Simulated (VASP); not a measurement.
Runs of VASP 6.6.1 on CdF2. The structure is that of space group Fm-3m (No. 225), or close to it. The cells are those of the table. 

```tsv
task	cell	gap on the mesh (eV)	pressure (GPa)
single point	a = 3.810 Å, angles 60.0°, 3 atoms	2.83	-4.7
single point	a = 3.609 Å, angles 60.0°, 3 atoms	3.41	20.9
single point	a = 3.383 Å, angles 60.0°, 3 atoms	3.96	(a)
electric field gradients	a = 3.810 Å, angles 60.0°, 3 atoms	2.83	-4.7
```

Alike in all rows: level LDA; potentials or basis VASP PAW LDA potentials, release 64 (Cd, F); no spin polarisation; k mesh 9 × 9 × 9; cutoff (eV) 520; smearing fermi-dirac 0.03 eV.

**Question.** Fill in the values left out.

**Answer.** (a) 87.2.

A k mesh can miss the band edges, and the runs leave out spin-orbit coupling on Cd.
